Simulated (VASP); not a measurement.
A run of VASP 6.6.1:

The input INCAR:

```
SYSTEM = Ga
ALGO = Fast
EDIFF = 1E-6
ENCUT = 520
GGA = PE
ISIF = 2
ISMEAR = 0
LASPH = .TRUE.
LCHARG = .TRUE.
LELF = .TRUE.
LREAL = .FALSE.
LVHAR = .TRUE.
LWAVE = .FALSE.
NBANDS = 20
NELM = 80
PREC = Accurate
SIGMA = 0.1
```

Contents of KPOINTS:

```
k-points
0
G
  15 15 10
  0 0 0
```

POSCAR

```
Ga
1.0
    3.0145501510      0.0000000000      0.0000000000
   -1.5072750755      2.6106770117      0.0000000000
    0.0000000000      0.0000000000      4.8539504206
Ga
2
Direct
    0.3333333333      0.6666666667      0.2500000000
    0.6666666667      0.3333333333      0.7500000000
```

Potentials or basis: VASP PAW PBE potentials, release 64 (Ga_d).

Launch:

```bash
$ cat potpaw_PBE.64/Ga_d/POTCAR > POTCAR
$ mpirun -np 1 vasp_std > vasp.out
```

Hardware: 1 thread of Intel(R) Xeon(R) 6975P-C (Granite Rapids), with other jobs on the host.

Q: Estimate the wall time of this run.

A: Wall time 33 s on 1 thread of Intel(R) Xeon(R) 6975P-C (Granite Rapids), with other jobs on the host, peak memory 0.22 GiB. Counts: scf iterations 12, k points 162.
